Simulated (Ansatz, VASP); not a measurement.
# Two plane-wave programs on Si2Mo

```
Si Mo
1.0
    -1.56848    1.56848    3.84560
     1.56848   -1.56848    3.84560
     1.56848    1.56848   -3.84560
Si Mo
2 1
Direct
  0.33506 0.33506 0.00000
  0.66494 0.66494 0.00000
  0.00000 0.00000 0.00000
```

Change from the starting cell: mode 4 frozen in at +0.000 Å, equal normal strain along x, y and z -0.0167.

Alike in both runs: task single point; functional PBEsol; k mesh 18 × 18 × 18; occupations gaussian, width 0.15 eV; no spin polarisation.

|  | VASP | Ansatz |
| --- | --- | --- |
| version | VASP 6.6.1 | Ansatz 0.2.0 |
| potentials or method | VASP PAW PBE potentials, release 64 (Si, Mo_sv), cutoff 520 eV | scalar-relativistic, plane waves, PAW |
| valence electrons in the cell | 22 | 22 |

```csv
,VASP,Ansatz,Ansatz less VASP
gap on the k mesh at the Fermi level (eV),none,none,-
pressure (GPa),13.0,12.5,-0.42
"traceless stress, the component that is largest in VASP (GPa)",1.08,1.08,-0.002
rms of the force components (eV/Å),0.062,0.059,-0.0025
```

VASP's potentials were made for PBE, not for PBEsol, and Ansatz warns of the same on its side. Atom by atom the forces differ by 0.003 eV/Å (rms over components). A gap of «none» marks a metal or a gap that the smearing closes.
